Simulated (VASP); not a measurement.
# PbSe: single point with PBEsol

The system is PbSe, a slab with vacuum.

```
Pb Se
1.0
     4.35522    0.00000    0.00000
    -0.01017    4.35521    0.00000
    -2.17253   -2.17761   11.83861
Pb Se
2 2
Direct
  0.80684 0.80730 0.61844
  0.18545 0.19981 0.38238
  0.28733 0.32315 0.62319
  0.68427 0.69990 0.37796
```

```yaml
Program: VASP 6.6.1
Task: single point
Functional: PBEsol
Potentials_or_basis: VASP PAW PBE potentials, release 64 (Pb_d, Se)
Cutoff: 520 eV
k_mesh: 6 × 6 × 3
Occupations: fermi-dirac, width 0.05 eV
Spin: no spin polarisation
```

```json
{
 "Largest force": "0.264 eV/Å",
 "Band gap on the k mesh": "1.51 eV, direct"
}
```

Forces on the atoms (eV/Å):
```
Pb  -0.048  0.041 -0.240
Pb   0.010 -0.013  0.264
Se   0.116 -0.029 -0.221
Se  -0.078  0.000  0.196
```

Levels at points of the mesh, in eV from the valence-band top:
| k point | band 16 | band 17 | band 18 | band 19 | band 20 | band 21 | band 22 | band 23 | band 24 | band 25 |
| --- | --- | --- | --- | --- | --- | --- | --- | --- | --- | --- |
| (0.00, 0.00, 0.00) | -2.41 | -2.39 | -1.42 | -1.41 | -0.46 | 2.10 | 3.96 | 4.42 | 4.93 | 5.09 |
| (0.50, 0.00, 0.00) | -1.69 | -0.97 | -0.84 | -0.05 | -0.02 | 1.54 | 1.56 | 2.41 | 2.59 | 2.88 |
| (0.00, 0.50, 0.00) | -1.74 | -0.93 | -0.88 | -0.05 | 0.00 | 1.51 | 1.57 | 2.48 | 2.54 | 2.92 |
| (0.50, 0.50, 0.00) | -4.08 | -2.88 | -2.87 | -1.39 | -1.38 | 3.59 | 3.63 | 5.07 | 5.10 | 5.66 |

Wall time 3.8 min on 1 thread of AMD EPYC 9R45 96-Core Processor (Zen 5), on a shared host, peak memory 0.47 GiB.

Caveat: the PAW data sets were made with another functional, which shifts forces and pressure a little; spin-orbit coupling is left out, which moves the levels of the heavy elements.
